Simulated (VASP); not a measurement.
Runs of VASP 6.6.1 on Sn. The structure is that of space group Im-3m (No. 229), or close to it. The cells are those of the table. 

```tsv
cell	gap on the mesh (eV)	pressure (GPa)
a = 3.393 Å, angles 109.5°, 1 atom	none	(b)
a = 3.267 Å, angles 109.5°, 1 atom	none	0.3
a = 3.310 Å, angles 109.5°, 1 atom	none	(a)
a = 3.178 Å, angles 109.5°, 1 atom	none	5.7
a = 3.131 Å, angles 109.5°, 1 atom	none	9.5
```

Alike in all rows: task single point; level r2SCAN; potentials or basis VASP PAW PBE potentials, release 64 (Sn_d); no spin polarisation; k mesh 13 × 13 × 13; cutoff (eV) 520; smearing fermi-dirac 0.1 eV.

Q: Fill in the values left out.

A: (a) -1.6; (b) -4.3.

Caveats: the PAW data sets were made with another functional, which shifts forces and pressure a little; spin-orbit coupling is left out, which moves the levels of the heavy elements.

A k mesh can miss the band edges, and the runs leave out spin-orbit coupling on Sn.

A gap of «none» marks levels without a gap at the run's occupations.
